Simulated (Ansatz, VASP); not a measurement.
## Two plane-wave programs on MgF2

```
CELL_PARAMETERS angstrom
4.64003 0.00000 0.00000
0.00000 4.64003 0.00000
0.00000 0.00000 3.06310
ATOMIC_POSITIONS crystal
Mg 0.00000 0.00000 0.00000
Mg 0.50000 0.50000 0.50000
F 0.30340 0.30340 0.00000
F 0.19660 0.80340 0.50000
F 0.69660 0.69660 0.00000
F 0.80340 0.19660 0.50000
```

Alike in both runs: functional PBEsol; k mesh 6 × 6 × 8; occupations fermi-dirac, width 0.02 eV; no spin polarisation.

Ansatz relaxed the structure, and its values are those at the end. VASP's run is a single point on that final structure, the one shown.

|  | VASP | Ansatz |
| --- | --- | --- |
| version | VASP 6.6.1 | Ansatz 0.2.0 |
| potentials or method | VASP PAW PBE potentials, release 64 (Mg, F), cutoff 600 eV | PAW plane waves |
| valence electrons in the cell | 32 | 48 |

```csv
,VASP,Ansatz,Ansatz less VASP
gap on the k mesh at the Fermi level (eV),6.86,6.89,+0.029
pressure (GPa),-1.0,0.0,+1.04
```

VASP's potentials were made for PBE, not for PBEsol, and Ansatz warns of the same on its side. VASP's potentials hold 32 valence electrons a cell and Ansatz's 48, so a difference there can come from the potentials and not from the codes.
